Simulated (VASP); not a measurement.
# AlRu (WC type) (P-6m2) in VASP: further runs, part 2 of 2

VASP 6.6.1.

### 3 Density of states, PBE

This run uses another cell than the first one, of 14.13 Å³/atom, 1.818 times its volume.

POSCAR reads:

```
AlRu
1.0
    2.8955344505      0.0000000000      0.0000000000
   -1.4477672252      2.5076063916      0.0000000000
    0.0000000000      0.0000000000      3.8924381045
Ru Al
1 1
Direct
    0.0000000000      0.0000000000      0.0000000000
    0.3333333333      0.6666666667      0.5000000000
```

INCAR.step1 reads:

```
SYSTEM = AlRu
PREC = Accurate
ENCUT = 520
EDIFF = 1E-6
ISMEAR = -1
SIGMA = 0.05
LREAL = .False.
LASPH = .True.
NELM = 100
ALGO = Normal
ISIF = 2
LWAVE = .False.
LCHARG = .True.
LMAXMIX = 4
GGA = PE
NBANDS = 16
```

KPOINTS.step1 reads:

```
regular mesh
0
Gamma
  13 13 12
  0 0 0
```

INCAR.step2 reads:

```
SYSTEM = AlRu
PREC = Accurate
ENCUT = 520
EDIFF = 1E-6
ISMEAR = -5
SIGMA = 0.05
LREAL = .False.
LASPH = .True.
NELM = 100
ALGO = Normal
ISIF = 2
LWAVE = .False.
LCHARG = .False.
LMAXMIX = 4
GGA = PE
LORBIT = 11
NEDOS = 2001
ICHARG = 11
```

KPOINTS.step2 reads:

```
regular mesh
0
Gamma
  20 20 18
  0 0 0
```

Potentials or basis: VASP PAW PBE potentials, release 64 (Ru_pv, Al).

On the command line:

```bash
cat potpaw_PBE.64/Ru_pv/POTCAR potpaw_PBE.64/Al/POTCAR > POTCAR
cp INCAR.step1 INCAR
cp KPOINTS.step1 KPOINTS
mpirun -np 1 vasp_std > vasp.out
cp INCAR.step2 INCAR
cp KPOINTS.step2 KPOINTS
mpirun -np 1 vasp_std > vasp.out
```

OUTCAR:

```text
SYSTEM = AlRu
   PREC = Accurate
   ENCUT = 520
   EDIFF = 1E-6
   ISMEAR = -5
   LREAL = .False.
   LASPH = .True.
   NELM = 100
   ISIF = 2
   GGA = PE
   LORBIT = 11
   ICHARG = 11

 ion  position               nearest neighbor table
   1  0.000  0.000  0.000-   2 2.57   2 2.57   2 2.57   2 2.57   2 2.57   2 2.57
   2  0.333  0.667  0.500-   1 2.57   1 2.57   1 2.57   1 2.57   1 2.57   1 2.57

  LATTYP: Found a hexagonal cell.
 ALAT       =     2.8955344505
 C/A-ratio  =     1.3442900339

  Lattice vectors:

 A1 = (   2.8955344505,   0.0000000000,   0.0000000000)
 A2 = (  -1.4477672252,   2.5076063916,   0.0000000000)
 A3 = (   0.0000000000,   0.0000000000,   3.8924381045)

Analysis of symmetry for initial positions (statically):
=====================================================================
 Subroutine PRICEL returns:
 Original cell was already a primitive cell.

 Routine SETGRP: Setting up the symmetry group for a
 hexagonal supercell.

 Subroutine GETGRP returns: Found 12 space group operations
 (whereof 12 operations were pure point group operations)
 out of a pool of 24 trial point group operations.

The static configuration has the point symmetry D_3h.

Analysis of symmetry for dynamics (positions and initial velocities):
=====================================================================
 Subroutine PRICEL returns:
 Original cell was already a primitive cell.

 Routine SETGRP: Setting up the symmetry group for a
 hexagonal supercell.

 Subroutine GETGRP returns: Found 12 space group operations
 (whereof 12 operations were pure point group operations)
 out of a pool of 24 trial point group operations.

The dynamic configuration has the point symmetry D_3h.

 Subroutine INISYM returns: Found 12 space group operations
 (whereof 12 operations are pure point group operations),
 and found     1 'primitive' translations

----------------------------------------------------------------------------------------

                                     Primitive cell

  volume of cell :      28.2625

  direct lattice vectors                    reciprocal lattice vectors
     2.895534451  0.000000000  0.000000000     0.345359386  0.199393334  0.000000000
    -1.447767225  2.507606392  0.000000000     0.000000000  0.398786669  0.000000000
     0.000000000  0.000000000  3.892438105     0.000000000  0.000000000  0.256908388

  length of vectors
     2.895534451  2.895534450  3.892438105     0.398786669  0.398786669  0.256908388

  position of ions in fractional coordinates (direct lattice)
     0.000000000  0.000000000  0.000000000
     0.333333333  0.666666667  0.500000000

  ion indices of the primitive-cell ions
   primitive index   ion index
                 1           1
                 2           2

----------------------------------------------------------------------------------------

 KPOINTS: regular mesh

Automatic generation of k-mesh.
 Grid dimensions read from file:
 generate k-points for:   20   20   18

 Generating k-lattice:

  Cartesian coordinates                     Fractional coordinates (reciprocal lattice)
     0.017267969  0.009969667  0.000000000     0.050000000  0.000000000  0.000000000
     0.000000000  0.019939333  0.000000000     0.000000000  0.050000000  0.000000000
[... 44 lines left out ...]
   total plane-waves  NPLWV =  17280
   dimension x,y,z NGX =    24 NGY =   24 NGZ =   30
   dimension x,y,z NGXF=    48 NGYF=   48 NGZF=   60
   ions per type =               1   1
   NGX,Y,Z   is equivalent  to a cutoff of  13.78, 13.78, 12.81 a.u.
   NGXF,Y,Z  is equivalent  to a cutoff of  27.56, 27.56, 25.63 a.u.
 SYSTEM =  AlRu
   PREC   = accura    normal or accurate (medium, high low for compatibility)
   ISTART =      0    job   : 0-new  1-cont  2-samecut
   ICHARG =     11    charge: 1-file 2-atom 10-const
   ISPIN  =      1    spin polarized calculation?
   LNONCOLLINEAR =      F non collinear calculations
   LSORBIT =      F    spin-orbit coupling
   LASPH  =      T    aspherical Exc in radial PAW
   ENCUT  =  520.0 eV  38.22 Ry    6.18 a.u.   5.38  5.38  7.24*2*pi/ulx,y,z
   NELM   =    100;   NELMIN=  2; NELMDL=  0     # of ELM steps
   EDIFF  = 0.1E-05   stopping-criterion for ELM
   LREAL  =      F    real-space projection
   EDIFFG = 0.1E-04   stopping-criterion for IOM
   NSW    =      0    number of steps for IOM
   IBRION =     -1    ionic relax: 0-MD 1-quasi-New 2-CG
   NFREE  =      0    steps in history (QN), initial steepest desc. (CG)
   ISIF   =      2    stress and relaxation
   ISYM   =      2    0-nonsym 1-usesym 2-fastsym
   POTIM  = 0.5000    time-step for ionic-motion
   TEBEG  =    0.0;   TEEND  =   0.0 temperature during run
   PSTRESS=    0.0 pullay stress
   NELECT =      17.0000    total number of electrons
   NUPDOWN=      -1.0000    fix difference up-down
   EMIN   =  10.00;   EMAX   =-10.00  energy-range for DOS
   EFERMI =   0.00;   METHOD = LEGACY
   ISMEAR =    -5;   SIGMA  =   0.05  broadening in eV -4-tet -1-fermi 0-gaus
   EFERMI_NEDOS =   21; number of points for ismear=-14 and -15
   IALGO  =     38    algorithm
   IMIX   =      4    mixing-type and parameters
     AMIX     =   0.40;   BMIX     =  1.00
     AMIX_MAG =   1.60;   BMIX_MAG =  1.00
  volume/ion in A,a.u.               =      14.13        95.36
  Fermi-wavevector in a.u.,A,eV,Ry     =   1.381936  2.611480 25.983679  1.909747
  Thomas-Fermi vector in A             =   2.506674
   LORBIT       =     11    0 simple, 1 ext, 2 COOP (PROOUT), +10 PAW based schemes
   GGA     = PE    functional components
   LHFCALC =     F    Hartree Fock is set to
   AEXX    =    0.0000 exact exchange contribution
   IVDW    =     0    specifies the selected vdW correction
   LEPSILON=     F    determine dielectric tensor
   LRPA    =     F    only Hartree local field effects (RPA)
 non-spin polarized calculation
 Fermi weights with tetrahedron method with Bloechl corrections
  energy-cutoff  :      520.00
  volume of cell :       28.26
 maximum number of plane-waves:       806
 NGX is ok and might be reduce to    24

 number of electron      17.0000002 magnetization

 Free energy of the ion-electron system (eV)
  ---------------------------------------------------
  ext. energy  EPLUGINS =         0.00000000
  ---------------------------------------------------
  free energy    TOTEN  =       -13.91448939 eV

  energy without entropy =      -13.91448939  energy(sigma->0) =      -13.91448939

 E-fermi :  10.1910     XC(G=0): -12.2748

 val. band max:       10.2187430196   @ k =   0.4500   0.0500   0.5000
 cond. band min:      10.1279511186   @ k =   0.0000   0.0000   0.1667
 fundamental gap:     -0.0907919010
 Fermi energy:        10.1910066063

 k-point     1 :       0.0000    0.0000    0.0000
  band No.  band energies     occupation
      1     -31.8271      2.00000
      2     -31.8271      2.00000
      3     -31.8255      2.00000
      4       0.4769      2.00000
      5       6.1599      2.00000
      6       8.5109      2.00000
      7       8.5109      2.00000
      8      10.2050      1.97921
      9      10.2050      0.03464
     10      10.3389      0.00000
     11      16.7839      0.00000
     12      21.8980      0.00000
[... 331 lines left out ...]
 k-point    24 :       0.2500    0.1000    0.0000
  band No.  band energies     occupation
      1     -32.0848      2.00000
      2     -31.9054      2.00000
      3     -31.7860      2.00000
      4       2.7547      2.00000
      5       6.8369      2.00000
      6       7.2038      2.00000
      7       7.8616      2.00000
      8       9.5080      2.00000
      9      10.4335     -0.01988
     10      14.5570      0.00000
     11      14.9430      0.00000
     12      16.7203      0.00000

 [... further k-points ...]
[... 5 lines left out ...]
  --------------------------------------------------------------------------------------
  -------------------------------------------------------------------------------------
  Total       -0.0189939     -0.0189939     -0.1774927     -0.0000000     -0.0000000     -0.0000000
  in kB       -1.0767479     -1.0767479    -10.0619306     -0.0000000     -0.0000000     -0.0000000
  external PRESSURE =      -4.0718088 kB  Pullay stress =       0.0000000 kB

 VOLUME and BASIS-vectors are now :
 -----------------------------------------------------------------------------
  energy-cutoff  :      520.00
  volume of cell :       28.26
      direct lattice vectors                 reciprocal lattice vectors
     2.895534451  0.000000000  0.000000000     0.345359386  0.199393334  0.000000000
    -1.447767225  2.507606392  0.000000000     0.000000000  0.398786669  0.000000000
     0.000000000  0.000000000  3.892438105     0.000000000  0.000000000  0.256908388

 POSITION                                       TOTAL-FORCE (eV/Angst)
 -----------------------------------------------------------------------------------
      0.00000      0.00000      0.00000        -0.000000      0.000000      0.000000
     -0.00000      1.67174      1.94622         0.000000     -0.000000      0.000000
 -----------------------------------------------------------------------------------
    total drift:                               -0.000013      0.000007      0.000000

  FREE ENERGIE OF THE ION-ELECTRON SYSTEM (eV)
  ---------------------------------------------------
  free  energy   TOTEN  =       -13.9144893898 eV

  energy  without entropy=      -13.9144893898  energy(sigma->0) =      -13.91448939

 total charge

# of ion       s       p       d       tot
------------------------------------------
    1        0.346   6.246   6.116  12.707
    2        0.417   0.402   0.000   0.820
--------------------------------------------------
tot          0.763   6.648   6.116  13.527
```

It took 2.3 min on 1 thread of AMD EPYC 7R43 (Zen 3), shared host; peak memory 0.25 GiB.

What came out:

| Quantity | Value |
| --- | --- |
| Valence electrons inside the program's atomic spheres | Ru 12.71; Al 0.82 |

Caveat: tetrahedron occupations give inexact forces and stress in metals.

### 4 Density of states, PBE (volume scaled by 0.55)

POSCAR reads:

```
AlRu
1.0
    2.3528891640      0.0000000000      0.0000000000
   -1.1764445820      2.0376617883      0.0000000000
    0.0000000000      0.0000000000      3.2421935578
Ru Al
1 1
Direct
    0.0000000000      0.0000000000      0.0000000000
    0.3333333333      0.6666666667      0.5000000000
```

INCAR.step1 reads:

```
SYSTEM = AlRu
PREC     = Accurate       ! precision mode
ENCUT    = 520            ! plane-wave cutoff, eV
EDIFF    = 1E-6           ! SCF threshold, eV
ISMEAR   = -1             ! smearing method
SIGMA    = 0.05           ! smearing width, eV
LREAL    = .False.        ! projectors in reciprocal space
LASPH    = .True.         ! aspherical terms in the spheres
NELM     = 120            ! most SCF steps
ALGO     = Normal         ! electronic algorithm
ISIF     = 2              ! what is computed and relaxed
LWAVE    = .False.        ! write WAVECAR
LCHARG   = .True.         ! write CHGCAR
LMAXMIX  = 4              ! l up to which the mixer works
GGA      = PE             ! functional
NBANDS   = 16             ! bands
GGA_COMPAT= .False.      
NEDOS    = 2001           ! points of the DOS
LORBIT   = 11             ! projections on sites
```

KPOINTS.step1 is that of step 3.

INCAR.step2 reads:

```
SYSTEM = AlRu
PREC     = Accurate       ! precision mode
ENCUT    = 520            ! plane-wave cutoff, eV
EDIFF    = 1E-6           ! SCF threshold, eV
ISMEAR   = -5             ! smearing method
SIGMA    = 0.05           ! smearing width, eV
LREAL    = .False.        ! projectors in reciprocal space
LASPH    = .True.         ! aspherical terms in the spheres
NELM     = 120            ! most SCF steps
ALGO     = Normal         ! electronic algorithm
ISIF     = 2              ! what is computed and relaxed
LWAVE    = .False.        ! write WAVECAR
LCHARG   = .False.        ! write CHGCAR
LMAXMIX  = 4              ! l up to which the mixer works
GGA      = PE             ! functional
LORBIT   = 10             ! projections on sites
NBANDS   = 16             ! bands
NEDOS    = 2001           ! points of the DOS
ICHARG   = 11             ! starting density
GGA_COMPAT= .False.
```

KPOINTS.step2 is that of step 3.

Potentials or basis: VASP PAW PBE potentials, release 64 (Ru_sv, Al).

On the command line:

```bash
cat potpaw_PBE.64/Ru_sv/POTCAR potpaw_PBE.64/Al/POTCAR > POTCAR
cp INCAR.step1 INCAR
cp KPOINTS.step1 KPOINTS
mpirun -np 1 vasp_std > vasp.out
cp INCAR.step2 INCAR
cp KPOINTS.step2 KPOINTS
mpirun -np 1 vasp_std > vasp.out
```

OUTCAR:

```text
SYSTEM = AlRu
   PREC = Accurate
   ENCUT = 520
   EDIFF = 1E-6
   ISMEAR = -5
   LREAL = .False.
   LASPH = .True.
   NELM = 120
   ISIF = 2
   GGA = PE
   LORBIT = 10
   ICHARG = 11

 ion  position               nearest neighbor table
   1  0.000  0.000  0.000-   2 2.12   2 2.12   2 2.12   2 2.12   2 2.12   2 2.12
   2  0.333  0.667  0.500-   1 2.12   1 2.12   1 2.12   1 2.12   1 2.12   1 2.12

  LATTYP: Found a hexagonal cell.
 ALAT       =     2.3528891640
 C/A-ratio  =     1.3779627223

  Lattice vectors:

 A1 = (   2.3528891640,   0.0000000000,   0.0000000000)
[... 650 lines left out ...]
  Total       39.4244567     39.4244567     39.4962589      0.0000000      0.0000000      0.0000000
  in kB     4063.5329891   4063.5329890   4070.9337467      0.0000000      0.0000000      0.0000000
  external PRESSURE =    4065.9999083 kB  Pullay stress =       0.0000000 kB

 VOLUME and BASIS-vectors are now :
 -----------------------------------------------------------------------------
  energy-cutoff  :      520.00
  volume of cell :       15.54
      direct lattice vectors                 reciprocal lattice vectors
     2.352889164  0.000000000  0.000000000     0.425009395  0.245379289  0.000000000
    -1.176444582  2.037661788  0.000000000     0.000000000  0.490758577  0.000000000
     0.000000000  0.000000000  3.242193558     0.000000000  0.000000000  0.308433159

 POSITION                                       TOTAL-FORCE (eV/Angst)
 -----------------------------------------------------------------------------------
      0.00000      0.00000      0.00000         0.000000     -0.000000      0.000000
     -0.00000      1.35844      1.62110        -0.000000      0.000000      0.000000
 -----------------------------------------------------------------------------------
    total drift:                               -0.000006      0.000003      0.000000

  FREE ENERGIE OF THE ION-ELECTRON SYSTEM (eV)
  ---------------------------------------------------
  free  energy   TOTEN  =        -4.3340783846 eV

  energy  without entropy=       -4.3340783846  energy(sigma->0) =       -4.33407838

 total charge

# of ion       s       p       d       tot
------------------------------------------
    1        2.343   6.296   6.253  14.892
    2        0.573   0.801   0.000   1.374
--------------------------------------------------
tot          2.916   7.097   6.253  16.266
```

OSZICAR.step1:

```text
N       E                     dE             d eps       ncg     rms          rms(c)
DAV:   1     0.164167251663E+03    0.16417E+03   -0.10410E+04  4720   0.126E+03
DAV:   2    -0.213581812708E+01   -0.16630E+03   -0.16128E+03  5672   0.389E+02
DAV:   3    -0.501833334213E+01   -0.28825E+01   -0.28765E+01  5696   0.538E+01
DAV:   4    -0.503528346601E+01   -0.16950E-01   -0.16950E-01  5840   0.441E+00
DAV:   5    -0.503548402928E+01   -0.20056E-03   -0.20057E-03  5848   0.449E-01    0.507E+01
DAV:   6    -0.443094315260E+01    0.60454E+00   -0.14933E+00  5920   0.136E+01    0.197E+01
DAV:   7    -0.433035021382E+01    0.10059E+00   -0.11538E-01  5392   0.324E+00    0.948E+00
DAV:   8    -0.430948297176E+01    0.20867E-01   -0.22806E-02  5176   0.176E+00    0.583E-01
DAV:   9    -0.430943089141E+01    0.52080E-04   -0.41864E-04  5968   0.219E-01    0.474E-01
DAV:  10    -0.430931378492E+01    0.11711E-03   -0.15989E-04  5464   0.146E-01    0.247E-02
DAV:  11    -0.430931055739E+01    0.32275E-05   -0.10922E-05  5672   0.374E-02    0.233E-02
DAV:  12    -0.430931050259E+01    0.54801E-07   -0.34728E-07  3384   0.632E-03
   1 F= -.43093105E+01 E0= -.43062339E+01  d E =-.615324E-02
```

Wall time 80 s (1 thread of Intel Xeon Platinum 8259CL at 2.50GHz (Skylake/Cascade Lake), shared host); peak memory 0.23 GiB.

What came out:

```yaml
Valence_electrons_inside_the_program's_atomic_spheres: Ru 14.89; Al 1.37
```

Caveat: the cell differs from its parent crystal (volume scaled by 0.55); tetrahedron occupations give inexact forces and stress in metals.
